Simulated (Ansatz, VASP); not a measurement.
# GaAs: VASP beside Ansatz

Contents of INCAR:

```
SYSTEM = GaAs
PREC = Accurate
ENCUT = 520
EDIFF = 1E-6
ISMEAR = 0
SIGMA = 0.1
LREAL = .False.
LASPH = .True.
NELM = 100
ALGO = Normal
ISIF = 2
LWAVE = .False.
LCHARG = .False.
GGA = PE
IVDW = 12
NBANDS = 16
```

KPOINTS

```
regular mesh
0
Gamma
  6 6 6
  0 0 0
```

POSCAR

```
GaAs
1.0
    0.0000000000      2.8750910500      2.8750910500
    2.8750910500      0.0000000000      2.8750910500
    2.8750910500      2.8750910500      0.0000000000
Ga As
1 1
Direct
    0.0000000000      0.0000000000      0.0000000000
    0.7500000000      0.7500000000      0.7500000000
```

Input for Ansatz:

```yaml
crystal:
  lattice:
    - [0.0, 2.87509105, 2.87509105]
    - [2.87509105, 0.0, 2.87509105]
    - [2.87509105, 2.87509105, 0.0]
  atoms:
    - { symbol: Ga, position: [0.0, 0.0, 0.0] }
    - { symbol: As, position: [0.75, 0.75, 0.75] }
basis:
  ecutwfc: 420
kpoints:
  mp_grid: { grid: [6, 6, 6] }
hamiltonian:
  xc: pbe
  dispersion: d3bj
  pseudopotentials: { kind: paw, azcp: { folder: soft_1 } }
scf:
  occupations: { method: gaussian, width: 0.1 }
output:
  forces: true
  stress: true
  eigenvalues: true
```

Alike in both runs: task single point; functional PBE; dispersion D3(BJ); k mesh 6 × 6 × 6; occupations gaussian, width 0.1 eV; no spin polarisation.

```csv
,VASP,Ansatz
version,VASP 6.6.1,Ansatz 0.2.0
potentials or method,"VASP PAW PBE potentials, release 64 (Ga_d, As), cutoff 520 eV","scalar-relativistic, plane waves, PAW"
valence electrons in the cell,18,28
```

VASP gave:

* gap on the k mesh at the Fermi level (eV): 0.14
* least direct gap on the mesh (eV): 0.14
* pressure (GPa): -2.3

What did Ansatz give for the same quantities?

gap on the k mesh at the Fermi level (eV): 0.14; least direct gap on the mesh (eV): 0.14; pressure (GPa): -2.4.

VASP's potentials hold 18 valence electrons a cell and Ansatz's 28, so a difference there can come from the potentials and not from the codes.
